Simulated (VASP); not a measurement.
Wanted: the native input for a VASP 6.6.1 run.

| Property | Result |
| --- | --- |
| Task | single point |
| Functional | PBE |
| Potentials or basis | VASP PAW PBE potentials, release 64 (Au) |
| Cutoff | 520 eV |
| k mesh | 20 × 20 × 20 |
| Occupations | gaussian, width 0.15 eV |
| Spin | no spin polarisation |
| Dipole correction | no |
| Further INCAR settings | ALGO = Fast; EDIFF = 1e-06; NBANDS = 12 |

The structure of Au lies in POSCAR:

```
Au
1.0
    0.0000000000      2.2091400000      2.0455000000
    2.2091400000      0.0000000000      2.0455000000
    2.2091400000      2.2091400000      0.0000000000
Au
1
Direct
    0.0000000000      0.0000000000      0.0000000000
```

This cell differs from its parent crystal: strain +0.080 along x and y, +0.000 along z.

The input as run:

INCAR

```
PREC = Accurate
ENCUT = 520
EDIFF = 1E-6
ISMEAR = 0
SIGMA = 0.15
LREAL = False
LASPH = True
NELM = 60
ALGO = Fast
ISIF = 2
LWAVE = False
LCHARG = True
GGA = PE
LELF = True
LVHAR = True
NBANDS = 12
```

KPOINTS

```
regular mesh
0
Gamma
  20 20 20
```

Potentials or basis: VASP PAW PBE potentials, release 64 (Au).

Launch:

```bash
$ cat potpaw_PBE.64/Au/POTCAR > POTCAR
$ mpirun -np 1 vasp_std > vasp.out
```

It gave:

```
Pressure               : -10.7 GPa
Band gap on the k mesh : zero (an odd number of electrons rules out a gap without spin polarisation)
```

Caveat: the cell differs from its parent crystal (strain +0.080 along x and y, +0.000 along z); the cell stands under tension; spin-orbit coupling is left out, which moves the levels of the heavy elements.

Run time: 63 s on 1 thread of Intel(R) Xeon(R) Platinum 8488C (Sapphire Rapids), with other jobs on the host, peak memory 0.26 GiB.
